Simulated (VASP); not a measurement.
A run of VASP 6.6.1 is set up as follows.

Contents of POSCAR:

```
GeMo
1.0
    3.1061285020      0.0000000000      0.0000000000
    0.0000000000      3.1061285020      0.0000000000
    0.0000000000      0.0000000000      3.1061285020
Mo Ge
1 1
Direct
    0.0000000000      0.0000000000      0.0000000000
    0.5000000000      0.5000000000      0.5000000000
```

Contents of INCAR.step1:

```
SYSTEM = GeMo
PREC = Accurate
ENCUT = 520
ISMEAR = -1
SIGMA = 0.05
LREAL = .FALSE.
LASPH = .TRUE.
NELM = 60
NBANDS = 21
GGA = PE
ALGO = Normal
EDIFF = 1E-4
LWAVE = .TRUE.
LCHARG = .FALSE.
```

Contents of INCAR.step2:

```
SYSTEM = GeMo
PREC = Accurate
ENCUT = 520
EDIFF = 1E-6
ISMEAR = -1
SIGMA = 0.05
LREAL = .FALSE.
LASPH = .TRUE.
NELM = 60
ALGO = Normal
ISIF = 2
LWAVE = .FALSE.
LCHARG = .FALSE.
METAGGA = R2SCAN
LMIXTAU = .TRUE.
NBANDS = 21
ISTART = 1
```

File KPOINTS:

```
Automatic mesh
0
G
  14 14 14
  0 0 0
```

Potentials or basis: VASP PAW PBE potentials, release 64 (Mo_sv, Ge_d).

Launch:

```console
$ cat potpaw_PBE.64/Mo_sv/POTCAR potpaw_PBE.64/Ge_d/POTCAR > POTCAR
$ cp INCAR.step1 INCAR
$ mpirun -np 1 vasp_std > vasp.out
$ cp INCAR.step2 INCAR
$ mpirun -np 1 vasp_std > vasp.out
```

(1) Estimate the pressure.

(2) Estimate the band gap on the k mesh.

## Answers

(1) 0.4 GPa.

(2) zero (band 14 reaches 14.00 eV, above the bottom of band 15 at 10.25 eV).

Caveat: the PAW data sets were made with another functional, which shifts forces and pressure a little.
